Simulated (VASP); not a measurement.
A run of VASP 6.6.1 is set up as follows.

File INCAR:

```
PREC = Accurate
ENCUT = 600
EDIFF = 1E-7
ISMEAR = 0
SIGMA = 0.1
LREAL = False
LASPH = True
NELM = 80
ALGO = Normal
ISIF = 3
LWAVE = False
LCHARG = False
GGA = PE
IVDW = 12
IBRION = 2
NSW = 90
EDIFFG = -0.04
```

The input KPOINTS:

```
regular mesh
0
Gamma
  6 6 2
```

The input POSCAR:

```
ZrBiSe3
1.0
    3.8775000000      0.0000000000      0.0000000000
   -1.9387500000      3.3580135000      0.0000000000
    0.0000000000      0.0000000000     11.2101003200
Zr Bi Se
1 1 3
Direct
    0.6666666700      0.3333333300      0.3979418600
    0.0000000000      0.0000000000      0.7702072300
    0.0000000000      0.0000000000      0.0000000000
    0.3333333300      0.6666666700      0.2554692500
    0.0000000000      0.0000000000      0.5404144600
```

Potentials or basis: VASP PAW PBE potentials, release 64 (Zr_sv, Bi_d, Se).

Command:

```sh
$ cat potpaw_PBE.64/Zr_sv/POTCAR potpaw_PBE.64/Bi_d/POTCAR potpaw_PBE.64/Se/POTCAR > POTCAR
$ mpirun -np 1 vasp_std > vasp.out
```

Problem. Estimate the space group after relaxing (to 0.05 Å).

Solution. P3m1 (No. 156).

Problem. Estimate the relaxed cell.

Solution. a = 3.615 Å, b = 3.615 Å, c = 12.108 Å, α = 90.00°, β = 90.00°, γ = 120.00°.

Step by step:
| step | energy change (eV) | largest force (eV/Å) | pressure (GPa) | volume (Å³) |
| --- | --- | --- | --- | --- |
| 1 | 0.0000 | 3.3346 | -1.42 | 145.96 |
| 2 | -1.1278 | 1.0421 | -0.38 | 139.70 |
| 3 | -1.1400 | 1.1382 | 0.24 | 138.72 |
| 4 | -1.1989 | 0.3430 | -0.13 | 139.30 |
| 5 | -1.1989 | 0.3419 | -0.13 | 139.30 |
| 6 | -1.2089 | 0.2068 | 0.03 | 138.92 |
| 7 | -1.2122 | 0.2164 | 0.20 | 138.56 |
| 8 | -1.2150 | 0.1292 | -0.36 | 139.26 |
| 9 | -1.2150 | 0.1253 | -0.33 | 139.22 |
| 10 | -1.2179 | 0.1173 | -0.22 | 138.84 |
| 11 | -1.2220 | 0.0953 | 0.14 | 137.69 |
| 12 | -1.2259 | 0.0736 | 0.07 | 137.74 |
| 13 | -1.2305 | 0.1862 | -0.07 | 137.84 |
| 14 | -1.2339 | 0.0705 | 0.02 | 137.59 |
| 15 | -1.2341 | 0.0770 | 0.04 | 137.52 |
| 16 | -1.2346 | 0.0573 | -0.14 | 137.61 |
| 17 | -1.2346 | 0.0572 | -0.15 | 137.62 |
| 18 | -1.2350 | 0.0393 | 0.02 | 137.02 |
